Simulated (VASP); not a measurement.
Write the native input for VASP 6.6.1 that does the following.

```yaml
Task: single point
Functional: PBE
Potentials_or_basis: VASP PAW PBE potentials, release 64 (Li_sv)
Cutoff: 520 eV
k_mesh: 15 × 15 × 4
Occupations: gaussian, width 0.1 eV
Spin: no spin polarisation
Dipole_correction: no
Further_INCAR_settings: ALGO = Normal; EDIFF = 1e-07; NBANDS = 14
```

The structure of Li lies in POSCAR:

```
Li
1.0
    3.1001408138      0.0000000000      0.0000000000
   -1.5500704069      2.6848007001      0.0000000000
    0.0000000000      0.0000000000     10.1311066601
Li
4
Direct
    0.0000000000      0.0000000000      0.0000000000
    0.3333333300      0.6666666700      0.2500000000
    0.0000000000      0.0000000000      0.5000000000
    0.6666666700      0.3333333300      0.7500000000
```

This cell differs from its parent crystal: strained.

The input as run:

INCAR

```
SYSTEM = Li
  PREC = Accurate
  ENCUT = 520
  EDIFF = 1E-7
  ISMEAR = 0
  SIGMA = 0.1
  LREAL = .False.
  LASPH = .True.
  NELM = 100
  ALGO = Normal
  ISIF = 2
  LWAVE = .False.
  LCHARG = .False.
  GGA = PE
  NBANDS = 14
```

KPOINTS

```
Automatic mesh
0
Gamma
  15 15 4
  0 0 0
```

Potentials or basis: VASP PAW PBE potentials, release 64 (Li_sv).

Command:

```bash
$ cat potpaw_PBE.64/Li_sv/POTCAR > POTCAR
$ mpirun -np 1 vasp_std > vasp.out
```

Results of the run:

| Property | Result |
| --- | --- |
| Band gap on the k mesh | zero (band 6 reaches 2.06 eV, above the bottom of band 7 at -1.89 eV) |

Caveat: the cell differs from its parent crystal (strained).

Wall time 61 s on 1 thread of Oxide Virtual Turin-like Processor (shared host), peak memory 0.19 GiB.
